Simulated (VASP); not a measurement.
# CaC2 (R-3m) in VASP: notebook, part 2 of 2

VASP 6.6.1.

### 3 Single point, LDA

This run uses another cell than the first one, of the same volume but with other edges.

Contents of INCAR:

```
PREC = Accurate
ENCUT = 520
EDIFF = 1E-6
ISMEAR = 0
SIGMA = 0.05
LREAL = F
LASPH = T
NELM = 80
ALGO = Normal
ISIF = 2
LWAVE = F
LCHARG = F
NBANDS = 16
```

Contents of KPOINTS:

```
regular mesh
0
Gamma
  9 9 9
```

Contents of POSCAR:

```
CaC2
1.0
    1.7815747330      1.0285926517      4.7096121749
   -1.7815747330      1.0285926517      4.7096121749
    0.0000000000     -2.0571853034      4.7096121749
Ca C
1 2
Direct
    0.0000000000      0.0000000000      0.0000000000
    0.5529150000      0.5529150000      0.5529150000
    0.4470850000      0.4470850000      0.4470850000
```

Potentials or basis: VASP PAW LDA potentials, release 64 (Ca_sv, C).

The run is started by

```
> cat potpaw_LDA.64/Ca_sv/POTCAR potpaw_LDA.64/C/POTCAR > POTCAR
> mpirun -np 1 vasp_std > vasp.out
```

OUTCAR:

```text
PREC = Accurate
   ENCUT = 520
   EDIFF = 1E-6
   ISMEAR = 0
   LREAL = F
   LASPH = T
   NELM = 80
   ISIF = 2

 ion  position               nearest neighbor table
   1  0.000  0.000  0.000-   2 2.61   2 2.61   3 2.61   3 2.61   2 2.61   3 2.61
   2  0.553  0.553  0.553-   3 1.50   1 2.61   1 2.61   1 2.61
   3  0.447  0.447  0.447-   2 1.50   1 2.61   1 2.61   1 2.61

  LATTYP: Found a trigonal (rhomboedric) cell.
 ALAT       =     5.1393052264
 COS(alpha) =     0.7596582261

  Lattice vectors:

 A1 = (   1.7815747330,   1.0285926517,   4.7096121749)
 A2 = (  -1.7815747330,   1.0285926517,   4.7096121749)
 A3 = (   0.0000000000,  -2.0571853034,   4.7096121749)

Analysis of symmetry for initial positions (statically):
=====================================================================
 Subroutine PRICEL returns:
 Original cell was already a primitive cell.

 Routine SETGRP: Setting up the symmetry group for a
 trigonal (rhombohedral) supercell.

 Subroutine GETGRP returns: Found 12 space group operations
 (whereof 12 operations were pure point group operations)
 out of a pool of 12 trial point group operations.

The static configuration has the point symmetry D_3d.

Analysis of symmetry for dynamics (positions and initial velocities):
=====================================================================
 Subroutine PRICEL returns:
 Original cell was already a primitive cell.

 Routine SETGRP: Setting up the symmetry group for a
 trigonal (rhombohedral) supercell.

 Subroutine GETGRP returns: Found 12 space group operations
 (whereof 12 operations were pure point group operations)
 out of a pool of 12 trial point group operations.

The dynamic configuration has the point symmetry D_3d.

 Subroutine INISYM returns: Found 12 space group operations
 (whereof 12 operations are pure point group operations),
 and found     1 'primitive' translations

----------------------------------------------------------------------------------------

                                     Primitive cell

  volume of cell :      51.7826

  direct lattice vectors                    reciprocal lattice vectors
     1.781574733  1.028592652  4.709612175     0.280650590  0.162033694  0.070777236
    -1.781574733  1.028592652  4.709612175    -0.280650590  0.162033694  0.070777236
     0.000000000 -2.057185303  4.709612175     0.000000000 -0.324067387  0.070777236

  length of vectors
     5.139305226  5.139305226  5.139305226     0.331706329  0.331706329  0.331706329

  position of ions in fractional coordinates (direct lattice)
     0.000000000  0.000000000  0.000000000
     0.552915000  0.552915000  0.552915000
     0.447085000  0.447085000  0.447085000

  ion indices of the primitive-cell ions
   primitive index   ion index
                 1           1
                 2           2
                 3           3

----------------------------------------------------------------------------------------

 KPOINTS: regular mesh

Automatic generation of k-mesh.
 Grid dimensions read from file:
 generate k-points for:    9    9    9

 Generating k-lattice:

  Cartesian coordinates                     Fractional coordinates (reciprocal lattice)
     0.031183399  0.018003744  0.007864137     0.111111111  0.000000000  0.000000000
    -0.031183399  0.018003744  0.007864137     0.000000000  0.111111111  0.000000000
     0.000000000 -0.036007487  0.007864137     0.000000000  0.000000000  0.111111111

  Length of vectors
     0.036856259  0.036856259  0.036856259

  Shift w.r.t. Gamma in fractional coordinates (k-lattice)
     0.000000000  0.000000000  0.000000000

 Subroutine IBZKPT returns following result:
 ===========================================

 Found     85 irreducible k-points:

 Following reciprocal coordinates:
            Coordinates               Weight
  0.000000  0.000000  0.000000      1.000000
  0.111111  0.000000  0.000000      6.000000
  0.222222  0.000000 -0.000000      6.000000
  0.333333  0.000000  0.000000      6.000000
  0.444444  0.000000 -0.000000      6.000000
  0.111111  0.111111  0.000000      6.000000
[... 16 lines left out ...]
 -0.333333  0.333333  0.000000      6.000000
  0.444444  0.444444 -0.000000      6.000000
 [... further k-points ...]
   k-points           NKPTS =     85   k-points in BZ     NKDIM =     85   number of bands    NBANDS=     16
   number of dos      NEDOS =    301   number of ions     NIONS =      3
   total plane-waves  NPLWV =  64000
   dimension x,y,z NGX =    40 NGY =   40 NGZ =   40
   dimension x,y,z NGXF=    80 NGYF=   80 NGZF=   80
   ions per type =               1   2
   NGX,Y,Z   is equivalent  to a cutoff of  12.94, 12.94, 12.94 a.u.
   NGXF,Y,Z  is equivalent  to a cutoff of  25.88, 25.88, 25.88 a.u.
 SYSTEM =  unknown system
   PREC   = accura    normal or accurate (medium, high low for compatibility)
   ISTART =      0    job   : 0-new  1-cont  2-samecut
   ICHARG =      2    charge: 1-file 2-atom 10-const
   ISPIN  =      1    spin polarized calculation?
   LNONCOLLINEAR =      F non collinear calculations
   LSORBIT =      F    spin-orbit coupling
   LASPH  =      T    aspherical Exc in radial PAW
   ENCUT  =  520.0 eV  38.22 Ry    6.18 a.u.   9.56  9.56  9.56*2*pi/ulx,y,z
   NELM   =     80;   NELMIN=  2; NELMDL= -5     # of ELM steps
   EDIFF  = 0.1E-05   stopping-criterion for ELM
   LREAL  =      F    real-space projection
   EDIFFG = 0.1E-04   stopping-criterion for IOM
   NSW    =      0    number of steps for IOM
   IBRION =     -1    ionic relax: 0-MD 1-quasi-New 2-CG
   NFREE  =      0    steps in history (QN), initial steepest desc. (CG)
   ISIF   =      2    stress and relaxation
   ISYM   =      2    0-nonsym 1-usesym 2-fastsym
   POTIM  = 0.5000    time-step for ionic-motion
   TEBEG  =    0.0;   TEEND  =   0.0 temperature during run
   PSTRESS=    0.0 pullay stress
   NELECT =      18.0000    total number of electrons
   NUPDOWN=      -1.0000    fix difference up-down
   EMIN   =  10.00;   EMAX   =-10.00  energy-range for DOS
   EFERMI =   0.00;   METHOD = LEGACY
   ISMEAR =     0;   SIGMA  =   0.05  broadening in eV -4-tet -1-fermi 0-gaus
   EFERMI_NEDOS =   21; number of points for ismear=-14 and -15
   IALGO  =     38    algorithm
   IMIX   =      4    mixing-type and parameters
     AMIX     =   0.40;   BMIX     =  1.00
     AMIX_MAG =   1.60;   BMIX_MAG =  1.00
  volume/ion in A,a.u.               =      17.26       116.48
  Fermi-wavevector in a.u.,A,eV,Ry     =   1.151077  2.175220 18.027424  1.324978
  Thomas-Fermi vector in A             =   2.287737
   LORBIT       =      0    0 simple, 1 ext, 2 COOP (PROOUT), +10 PAW based schemes
   GGA     = CA    functional components
   LHFCALC =     F    Hartree Fock is set to
   AEXX    =    0.0000 exact exchange contribution
   IVDW    =     0    specifies the selected vdW correction
   LEPSILON=     F    determine dielectric tensor
   LRPA    =     F    only Hartree local field effects (RPA)
 non-spin polarized calculation
 Gauss-broadening in eV      SIGMA  =   0.05
  energy-cutoff  :      520.00
  volume of cell :       51.78
 maximum number of plane-waves:      1427
 NGX is ok and might be reduce to    40

 number of electron      18.0000000 magnetization

 Free energy of the ion-electron system (eV)
  ---------------------------------------------------
  ext. energy  EPLUGINS =         0.00000000
  ---------------------------------------------------
  free energy    TOTEN  =       -19.93243500 eV

  energy without entropy =      -19.93243500  energy(sigma->0) =      -19.93243500

 E-fermi :   1.7717     XC(G=0):  -9.5658

 val. band max:        1.4720329277   @ k =   0.0000   0.0000   0.0000
 cond. band min:       2.0455602154   @ k =   0.4444   0.4444  -0.0000
 fundamental gap:      0.5735272877
 Fermi energy:         1.7717466176

 k-point     1 :       0.0000    0.0000    0.0000
  band No.  band energies     occupation
      1     -37.8672      2.00000
      2     -19.1901      2.00000
      3     -19.0740      2.00000
      4     -19.0740      2.00000
      5     -10.1775      2.00000
      6      -3.5247      2.00000
[... 8 lines left out ...]
     15       8.5238      0.00000
     16       9.5388      0.00000
[... 420 lines left out ...]
  band No.  band energies     occupation
      1     -37.8315      2.00000
      2     -19.3968      2.00000
      3     -19.1456      2.00000
      4     -19.1298      2.00000
      5      -9.5826      2.00000
      6      -3.5203      2.00000
[... 8 lines left out ...]
     15       9.0563      0.00000
     16       9.2817      0.00000

 [... further k-points ...]

------------------------ aborting loop because EDIFF is reached ----------------------------------------

  FORCE on cell =-STRESS in cart. coord.  units (eV):
  Direction    XX          YY          ZZ          XY          YZ          ZX
  --------------------------------------------------------------------------------------
  -------------------------------------------------------------------------------------
  Total        1.2255808      1.2255808    -19.7779152      0.0000000      0.0000000     -0.0000000
  in kB       37.9200298     37.9200298   -611.9377340      0.0000000      0.0000000     -0.0000000
  external PRESSURE =    -178.6992248 kB  Pullay stress =       0.0000000 kB

 VOLUME and BASIS-vectors are now :
 -----------------------------------------------------------------------------
  energy-cutoff  :      520.00
  volume of cell :       51.78
      direct lattice vectors                 reciprocal lattice vectors
     1.781574733  1.028592652  4.709612175     0.280650590  0.162033694  0.070777236
    -1.781574733  1.028592652  4.709612175    -0.280650590  0.162033694  0.070777236
     0.000000000 -2.057185303  4.709612175     0.000000000 -0.324067387  0.070777236

 POSITION                                       TOTAL-FORCE (eV/Angst)
 -----------------------------------------------------------------------------------
      0.00000      0.00000      0.00000        -0.000000      0.000000      0.000000
      0.00000      0.00000      7.81205         0.000000      0.000000     -9.392331
      0.00000      0.00000      6.31679         0.000000     -0.000000      9.392331
 -----------------------------------------------------------------------------------
    total drift:                               -0.000000     -0.000000     -0.000000

  FREE ENERGIE OF THE ION-ELECTRON SYSTEM (eV)
  ---------------------------------------------------
  free  energy   TOTEN  =       -19.9324349965 eV

  energy  without entropy=      -19.9324349965  energy(sigma->0) =      -19.93243500
```

OSZICAR:

```text
N       E                     dE             d eps       ncg     rms          rms(c)
DAV:   1     0.108183551325E+03    0.10818E+03   -0.87392E+03  2720   0.105E+03
DAV:   2    -0.154251362669E+02   -0.12361E+03   -0.11872E+03  3512   0.259E+02
DAV:   3    -0.208072709437E+02   -0.53821E+01   -0.53400E+01  3448   0.515E+01
DAV:   4    -0.210881254479E+02   -0.28085E+00   -0.28070E+00  4664   0.980E+00
DAV:   5    -0.210898269983E+02   -0.17016E-02   -0.17015E-02  3400   0.800E-01    0.650E+00
DAV:   6    -0.200399288802E+02    0.10499E+01   -0.20972E+00  3200   0.688E+00    0.311E+00
DAV:   7    -0.199456029062E+02    0.94326E-01   -0.48182E-01  3920   0.359E+00    0.129E+00
DAV:   8    -0.199354261658E+02    0.10177E-01   -0.82930E-02  3496   0.189E+00    0.276E-01
DAV:   9    -0.199323011589E+02    0.31250E-02   -0.15801E-02  3456   0.806E-01    0.908E-02
DAV:  10    -0.199324112598E+02   -0.11010E-03   -0.12586E-03  3632   0.214E-01    0.456E-02
DAV:  11    -0.199324433759E+02   -0.32116E-04   -0.64778E-05  3992   0.558E-02    0.182E-02
DAV:  12    -0.199324349621E+02    0.84137E-05   -0.35188E-05  3464   0.482E-02    0.389E-03
DAV:  13    -0.199324349965E+02   -0.34397E-07   -0.21445E-06  3368   0.119E-02
   1 F= -.19932435E+02 E0= -.19932435E+02  d E =-.219817E-16
```

stdout:

```text
POSCAR found type information on POSCAR CaC
 POSCAR found :  2 types and       3 ions
 scaLAPACK will be used
 LDA part: xc-table for (Slater(with rela. corr.)+CA(PZ))
 , standard interpolation
 POSCAR, INCAR and KPOINTS ok, starting setup
 FFT: planning ... GRIDC
 FFT: planning ... GRID_SOFT
 FFT: planning ... GRID
 WAVECAR not read
 entering main loop
```

Run time: 3 min. Hardware: 1 thread of Intel Xeon 8259CL, shared host; peak memory 0.24 GiB.

Results:

```
Free energy            : -19.9324 eV
Pressure               : -17.9 GPa
Largest force          : 9.392 eV/Å
Band gap on the k mesh : 0.57 eV (least direct gap 1.15 eV)
```

Forces in eV/Å, atoms in the order of the input:
```
Ca   0.000  0.000  0.000
C    0.000  0.000 -9.392
C    0.000  0.000  9.392
```

Caveat: the cell stands under tension; an odd mesh through Γ misses points on the zone boundary, where band edges can lie; forces of over 1 eV/Å act on the atoms, so gaps and moduli don't describe the material at rest.
